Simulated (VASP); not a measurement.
# ZnSiP2 (I-42d) in VASP: relaxation of shape and atoms at fixed volume with r2SCAN

Aim: the relaxation of shape and atoms at fixed volume of ZnSiP2 with r2SCAN.

All numbers are computed with VASP 6.6.1; they aren't measurements. Logs are shortened: lines on timing, memory, paths and dates and some standing lists are left out, and cuts for length are marked.

## 1. The cell of the first run

Symmetry: I-42d, No. 122, tetragonal system. The conventional cell has a = 5.209 Å, b = 5.209 Å, c = 10.150 Å, α = 90.00°, β = 90.00°, γ = 90.00°. Within 3.0 Å of Zn (site symmetry -4) lie 4 P at 2.28 Å. Within 2.9 Å of Si (site symmetry -4) lie 4 P at 2.19 Å. P (site symmetry 2) has 2 Si at 2.19 Å and 2 Zn at 2.28 Å within 2.9 Å.

## 2. Relaxation of shape and atoms at fixed volume, r2SCAN (17.21 Å³/atom)

POSCAR reads:

```
ZnSiP2
1.0
   -2.6045662489      2.6045662489      5.0751237974
    2.6045662489     -2.6045662489      5.0751237974
    2.6045662489      2.6045662489     -5.0751237974
Zn Si P
2 2 4
Direct
    0.0000000000      0.0000000000      0.0000000000
    0.7500000000      0.2500000000      0.5000000000
    0.5000000000      0.5000000000      0.0000000000
    0.2500000000      0.7500000000      0.5000000000
    0.3750000000      0.3897754835      0.5147754835
    0.8750000000      0.8602245165      0.4852245165
    0.6102245165      0.1250000000      0.9852245165
    0.1397754835      0.6250000000      0.0147754835
```

INCAR.step1 reads:

```
PREC = Accurate
ENCUT = 550
ISMEAR = 0
SIGMA = 0.02
LREAL = False
LASPH = True
NELM = 120
GGA = PE
ALGO = Normal
EDIFF = 1E-5
LWAVE = True
LCHARG = False
GGA_COMPAT = False
IBRION = 2
ISIF = 3
EDIFFG = -0.005
NELMIN = 4
NSW = 100
KPAR = 4
```

INCAR.step2 reads:

```
PREC = Accurate
ENCUT = 550
EDIFF = 1E-7
ISMEAR = 0
SIGMA = 0.02
LREAL = False
LASPH = True
NELM = 120
ALGO = Normal
ISIF = 4
LWAVE = False
LCHARG = False
METAGGA = R2SCAN
LMIXTAU = True
IBRION = 2
NSW = 50
EDIFFG = -0.01
ISTART = 1
GGA_COMPAT = False
NELMIN = 4
KPAR = 4
```

KPOINTS reads:

```
Automatic mesh
0
Gamma
  8 8 8
```

Potentials or basis: VASP PAW PBE potentials, release 64 (Zn, Si, P).

Command:

```console
cat potpaw_PBE.64/Zn/POTCAR potpaw_PBE.64/Si/POTCAR potpaw_PBE.64/P/POTCAR > POTCAR
cp INCAR.step1 INCAR
mpirun -np 4 vasp_std > vasp.out
cp INCAR.step2 INCAR
mpirun -np 4 vasp_std > vasp.out
```

OUTCAR:

```text
PREC = Accurate
   ENCUT = 550
   EDIFF = 1E-7
   ISMEAR = 0
   LREAL = False
   LASPH = True
   NELM = 120
   ISIF = 4
   METAGGA = R2SCAN
   IBRION = 2
   NSW = 50
   EDIFFG = -0.01
   ISTART = 1
   NELMIN = 4

 ion  position               nearest neighbor table
   1  0.000  0.000  0.000-   5 2.28   7 2.28   6 2.28   8 2.28
   2  0.750  0.250  0.500-   8 2.28   6 2.28   7 2.28   5 2.28
   3  0.500  0.500  0.000-   5 2.19   6 2.19   7 2.19   8 2.19
   4  0.250  0.750  0.500-   5 2.19   6 2.19   7 2.19   8 2.19
   5  0.375  0.390  0.515-   3 2.19   4 2.19   1 2.28   2 2.28
   6  0.875  0.860  0.485-   3 2.19   4 2.19   1 2.28   2 2.28
   7  0.610  0.125  0.985-   3 2.19   4 2.19   2 2.28   1 2.28
   8  0.140  0.625  0.015-   3 2.19   4 2.19   2 2.28   1 2.28

  LATTYP: Found a body centered tetragonal cell.
 ALAT       =     5.2091324978
 C/A-ratio  =     1.9485485537

  Lattice vectors:

 A1 = (  -2.6045662489,   2.6045662489,   5.0751237974)
 A2 = (   2.6045662489,  -2.6045662489,   5.0751237974)
 A3 = (   2.6045662489,   2.6045662489,  -5.0751237974)

Analysis of symmetry for initial positions (statically):
=====================================================================
 Subroutine PRICEL returns:
 Original cell was already a primitive cell.

 Routine SETGRP: Setting up the symmetry group for a
 body centered tetragonal supercell.

 Subroutine GETGRP returns: Found  8 space group operations
 (whereof  4 operations were pure point group operations)
 out of a pool of 16 trial point group operations.

The static configuration has the point symmetry S_4 .
 The point group associated with its full space group is D_2d.

Analysis of symmetry for dynamics (positions and initial velocities):
=====================================================================
 Subroutine PRICEL returns:
 Original cell was already a primitive cell.

 Routine SETGRP: Setting up the symmetry group for a
 body centered tetragonal supercell.

 Subroutine GETGRP returns: Found  8 space group operations
 (whereof  4 operations were pure point group operations)
 out of a pool of 16 trial point group operations.
[... 176 lines left out ...]
 -----------------------------------------------------------------------------
  energy-cutoff  :      550.00
  volume of cell :      137.71
      direct lattice vectors                 reciprocal lattice vectors
    -2.604566249  2.604566249  5.075123797     0.000000000  0.191970544  0.098519764
     2.604566249 -2.604566249  5.075123797     0.191970544  0.000000000  0.098519764
     2.604566249  2.604566249 -5.075123797     0.191970544  0.191970544  0.000000000

 POSITION                                       TOTAL-FORCE (eV/Angst)
 -----------------------------------------------------------------------------------
      0.00000      0.00000      0.00000         0.000000      0.000000     -0.000000
     -0.00000      2.60457      2.53756         0.000000      0.000000      0.000000
      0.00000      0.00000      5.07512         0.000000      0.000000      0.000000
      2.60457     -0.00000      2.53756         0.000000      0.000000      0.000000
      1.37925      1.30228      1.26878        -0.037222      0.000000     -0.000000
      1.22532      1.30228      6.34390         0.037222      0.000000      0.000000
      1.30228      3.82988     -1.26878         0.000000      0.037222      0.000000
      1.30228     -1.22532      3.80634         0.000000     -0.037222     -0.000000
 -----------------------------------------------------------------------------------
    total drift:                                0.000001      0.000001      0.000003

  FREE ENERGIE OF THE ION-ELECTRON SYSTEM (eV)
  ---------------------------------------------------
  free  energy   TOTEN  =       -74.0949296132 eV

  energy  without entropy=      -74.0949296132  energy(sigma->0) =      -74.09492961

--------------------------------------- Ionic step        2  -------------------------------------------

 number of electron      51.9999983 magnetization

 Free energy of the ion-electron system (eV)
  ---------------------------------------------------
  ext. energy  EPLUGINS =         0.00000000
  ---------------------------------------------------
  free energy    TOTEN  =       -74.09511740 eV

  energy without entropy =      -74.09511740  energy(sigma->0) =      -74.09511740

 E-fermi :   5.5850     XC(G=0): -10.8053

 val. band max:        5.4679683135   @ k =   0.0000   0.0000   0.0000
 cond. band min:       6.8084461983   @ k =   0.0000   0.0000   0.0000
 fundamental gap:      1.3404778849
 Fermi energy:         5.5849666478

 k-point     1 :       0.0000    0.0000    0.0000
  band No.  band energies     occupation
      1      -8.8894      2.00000
      2      -5.4796      2.00000
      3      -5.4747      2.00000
      4      -5.4747      2.00000
      5      -3.8517      2.00000
      6      -1.9445      2.00000
[... 805 lines left out ...]
     30       9.5561      0.00000
     31      10.0730      0.00000

 [... further k-points ...]
[... 5 lines left out ...]
  --------------------------------------------------------------------------------------
  -------------------------------------------------------------------------------------
  Total        9.1356142      9.1356142      9.1287914      0.0000000     -0.0000000      0.0000000
  in kB      106.2847329    106.2847329    106.2053550      0.0000000     -0.0000000      0.0000000
  external PRESSURE =     106.2582736 kB  Pullay stress =       0.0000000 kB

 VOLUME and BASIS-vectors are now :
 -----------------------------------------------------------------------------
  energy-cutoff  :      550.00
  volume of cell :      137.71
      direct lattice vectors                 reciprocal lattice vectors
    -2.604781196  2.604781196  5.074286230     0.000000000  0.191954703  0.098536026
     2.604781196 -2.604781196  5.074286230     0.191954703  0.000000000  0.098536026
     2.604781196  2.604781196 -5.074286230     0.191954703  0.191954703  0.000000000

 POSITION                                       TOTAL-FORCE (eV/Angst)
 -----------------------------------------------------------------------------------
      0.00000      0.00000     -0.00000         0.000000     -0.000000      0.000000
     -0.00000      2.60478      2.53714         0.000000      0.000000     -0.000000
      0.00000      0.00000      5.07429         0.000000      0.000000      0.000000
      2.60478     -0.00000      2.53714         0.000000      0.000000      0.000000
      1.37757      1.30239      1.26857        -0.007372     -0.000000      0.000000
      1.22721      1.30239      6.34286         0.007372      0.000000     -0.000000
      1.30239      3.83199     -1.26857         0.000000      0.007372     -0.000000
      1.30239     -1.22721      3.80571        -0.000000     -0.007372      0.000000
 -----------------------------------------------------------------------------------
    total drift:                                0.000001      0.000001      0.000003

  FREE ENERGIE OF THE ION-ELECTRON SYSTEM (eV)
  ---------------------------------------------------
  free  energy   TOTEN  =       -74.0951174047 eV

  energy  without entropy=      -74.0951174047  energy(sigma->0) =      -74.09511740

 reached required accuracy - stopping structural energy minimisation
```

Run time: 12 min. Hardware: 4 MPI ranks of Intel Xeon 6975P-C (Granite Rapids), shared host; peak memory 0.53 GiB.

What came out:

```
Free energy                  : -74.0951 eV
Energy gained by relaxing    : 0.0 meV/atom
Ionic steps                  : 2
Pressure after relaxing      : 10.6 GPa
Largest force after relaxing : 0.007 eV/Å
Band gap on the k mesh       : 1.34 eV
```

Forces in eV/Å, atoms in the order of the input:
```
Zn   0.000  0.000  0.000
Zn   0.000  0.000  0.000
Si   0.000  0.000  0.000
Si   0.000  0.000  0.000
P   -0.007  0.000  0.000
P    0.007  0.000  0.000
P    0.000  0.007  0.000
P    0.000 -0.007  0.000
```

The path:
```
step  energy change (eV)  largest force (eV/Å)  pressure (GPa)  volume (Å³)
   1              0.0000                0.0372           10.65       137.71
   2             -0.0002                0.0074           10.63       137.71
```

Final structure:
```xyz
8
Lattice="-2.6048 2.6048 5.0743 2.6048 -2.6048 5.0743 2.6048 2.6048 -5.0743" Properties=species:S:1:pos:R:3 pbc="T T T"
Zn    0.0000    0.0000    0.0000
Zn    0.0000    2.6048    2.5371
Si    0.0000    0.0000    5.0743
Si    2.6048    0.0000    2.5371
P     1.3776    1.3024    1.2686
P     1.2272    1.3024    6.3429
P     1.3024    3.8320   -1.2686
P     1.3024   -1.2272    3.8057
```

Levels at points of the mesh, in eV from the valence-band top:
| k point | band 23 | band 24 | band 25 | band 26 | band 27 | band 28 | band 29 | band 30 |
| --- | --- | --- | --- | --- | --- | --- | --- | --- |
| (0.00, 0.00, 0.00) | -2.79 | -0.13 | -0.13 | 0.00 | 1.34 | 2.06 | 3.68 | 3.68 |
| (0.50, 0.00, 0.00) | -2.44 | -2.05 | -1.71 | -0.96 | 3.09 | 3.20 | 3.52 | 4.56 |
| (0.50, 0.50, 0.00) | -1.20 | -1.20 | -0.66 | -0.66 | 2.69 | 2.69 | 3.56 | 3.56 |
| (0.50, 0.50, 0.50) | -2.15 | -2.15 | -1.38 | -1.38 | 1.59 | 1.59 | 1.87 | 1.87 |

Caveat: the PAW data sets were made with another functional, which shifts forces and pressure a little.
